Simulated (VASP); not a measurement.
Here is a VASP 6.6.1 calculation.

INCAR

```
SYSTEM = Pt
  AGGAC = 1.0
  AGGAX = 1.0
  ALDAC = 0.0
  ALDAX = 1.0
  ALGO = Normal
  EDIFF = 1E-6
  ENCUT = 520
  GGA = B5
  ISIF = 2
  ISMEAR = -1
  LASPH = .TRUE.
  LCHARG = .FALSE.
  LREAL = .FALSE.
  LWAVE = .FALSE.
  NBANDS = 22
  NELM = 60
  PREC = Accurate
  SIGMA = 0.1
```

Contents of KPOINTS:

```
k-points
0
G
  9 9 13
  0 0 0
```

Contents of POSCAR:

```
Pt
1.0
    4.4381161453      0.0000000000      0.0000000000
   -2.2190580727      3.8435213268      0.0000000000
    0.0000000000      0.0000000000      2.6393467490
Pt
3
Direct
    1.0000000000      1.0000000000      0.0000000000
    0.3333333333      0.6666666667      0.5000000000
    0.6666666667      0.3333333333      0.5000000000
```

Potentials or basis: VASP PAW PBE potentials, release 64 (Pt).

Command:

```bash
$ cat potpaw_PBE.64/Pt/POTCAR > POTCAR
$ mpirun -np 1 vasp_std > vasp.out
```

Question: Predict the band gap on the k mesh.

Answer: Zero (bands 15 and 16 overlap by 1.43 eV).

Question: Estimate the pressure.

Answer: 35.8 GPa.

Stress tensor (GPa, compression positive):
```
35.30  0.00  0.00
 0.00 35.30  0.00
 0.00  0.00 36.65
```

Caveat: the cell stands under pressure; the PAW data sets were made with another functional, which shifts forces and pressure a little; spin-orbit coupling is left out, which moves the levels of the heavy elements.
